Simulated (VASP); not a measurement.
Write the native input for VASP 6.6.1 that does the following.

- Task: single point
- Functional: PBE
- Potentials or basis: VASP PAW PBE potentials, release 64 (Sc_sv, Ru_pv)
- Cutoff: 520 eV
- k mesh: 4 × 4 × 4
- Occupations: gaussian, width 0.1 eV
- Spin: no spin polarisation
- Dipole correction: no
- Further INCAR settings: ALGO = Normal; EDIFF = 1e-06; NBANDS = 32

The structure of Sc3Ru lies in POSCAR:

```
Sc3Ru
1.0
    3.8176527300      0.0000000000      0.0000000000
    0.0000000000      3.8176527300      0.0000000000
    0.0000000000      0.0000000000      3.8176527300
Sc Ru
3 1
Direct
    0.0000000000      0.5000000000      0.5000000000
    0.5000000000      0.0000000000      0.5000000000
    0.5000000000      0.5000000000      0.0000000000
    0.0000000000      0.0000000000      0.0000000000
```

These files were run (other wordings do the same):

INCAR

```
SYSTEM = Sc3Ru
PREC = Accurate ; ENCUT = 520
EDIFF = 1E-6 ; ISMEAR = 0
SIGMA = 0.1 ; LREAL = .False.
LASPH = .True. ; NELM = 60
ALGO = Normal ; ISIF = 2
LWAVE = .False. ; LCHARG = .False.
GGA = PE ; NBANDS = 32
```

KPOINTS

```
regular mesh
0
Gamma
  4 4 4
  0 0 0
```

Potentials or basis: VASP PAW PBE potentials, release 64 (Sc_sv, Ru_pv).

Command:

```bash
$ cat potpaw_PBE.64/Sc_sv/POTCAR potpaw_PBE.64/Ru_pv/POTCAR > POTCAR
$ mpirun -np 1 vasp_std > vasp.out
```

It gave:

The pressure is 56.7 GPa.

Caveat: the k points lie up to 0.41 Å⁻¹ apart.

It took 15 s on 1 thread of Intel(R) Xeon(R) Platinum 8488C (Sapphire Rapids) (shared host), peak memory 0.16 GiB.
